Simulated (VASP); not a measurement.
A run of VASP 6.6.1 is set up as follows.

INCAR

```
  ALGO = Normal
  EDIFF = 1E-7
  ENCUT = 520
  GGA = PE
  ISIF = 2
  ISMEAR = -1
  LASPH = True
  LCHARG = True
  LELF = True
  LREAL = False
  LVHAR = True
  LWAVE = False
  NBANDS = 11
  NELM = 80
  PREC = Accurate
  SIGMA = 0.02
```

The input KPOINTS:

```
k-points
0
Gamma
  8 8 8
```

The input POSCAR:

```
MgS
1.0
    0.0000000000      2.5931930799      2.5931930799
    2.5931930799      0.0000000000      2.5931930799
    2.5931930799      2.5931930799      0.0000000000
Mg S
1 1
Direct
    0.0000000000      0.0000000000      0.0000000000
    0.5000000000      0.5000000000      0.5000000000
```

Potentials or basis: VASP PAW PBE potentials, release 64 (Mg, S).

Command:

```sh
$ cat potpaw_PBE.64/Mg/POTCAR potpaw_PBE.64/S/POTCAR > POTCAR
$ mpirun -np 1 vasp_std > vasp.out
```

Question: What does it give for the pressure?

Answer: 1.6 GPa.

Question: What does it give for the band gap on the k mesh?

Answer: 2.80 eV, indirect (least direct gap 3.79 eV).

Caveat: the cell differs from its parent crystal (strain -0.3%). A k mesh can miss the band edges.
